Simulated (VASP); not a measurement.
Wanted: the native input for a VASP 6.6.1 run.

- Task: relaxation of the atoms
- Functional: PBE
- Potentials or basis: VASP PAW PBE potentials, release 64 (Rh_pv)
- Cutoff: 520 eV
- k mesh: 11 × 11 × 1
- Occupations: fermi-dirac, width 0.05 eV
- Spin: no spin polarisation
- Dipole correction: yes
- Further INCAR settings: ALGO = Normal; EDIFF = 1e-06; IBRION = 2; EDIFFG = -0.01; NSW = 80

The structure of Rh lies in POSCAR:

```
Rh
1.0
    2.4265300000      0.1231000000      0.0000000000
   -0.2893500000      2.4123600000      0.0000000000
    0.0000000000      0.0000000000     23.8000000000
Rh
1
Direct
    0.5000000000      0.5000000000      0.2941200000
```

These files were run (other wordings do the same):

INCAR

```
ALGO = Normal
DIPOL = 0.5 0.5 0.294
EDIFF = 1E-6
EDIFFG = -0.01
ENCUT = 520
GGA = PE
IBRION = 2
IDIPOL = 3
ISIF = 2
ISMEAR = -1
LASPH = True
LCHARG = False
LDIPOL = True
LREAL = False
LWAVE = False
NELM = 60
NSW = 80
PREC = Accurate
SIGMA = 0.05
```

KPOINTS

```
k-points
0
Gamma
  11 11 1
```

Potentials or basis: VASP PAW PBE potentials, release 64 (Rh_pv).

The run is started by

```sh
$ cat potpaw_PBE.64/Rh_pv/POTCAR > POTCAR
$ mpirun -np 1 vasp_std > vasp.out
```

Run time: 47 s on 1 thread of Intel(R) Xeon(R) Platinum 8259CL CPU @ 2.50GHz (Skylake/Cascade Lake), with other jobs on the host, peak memory 0.24 GiB.
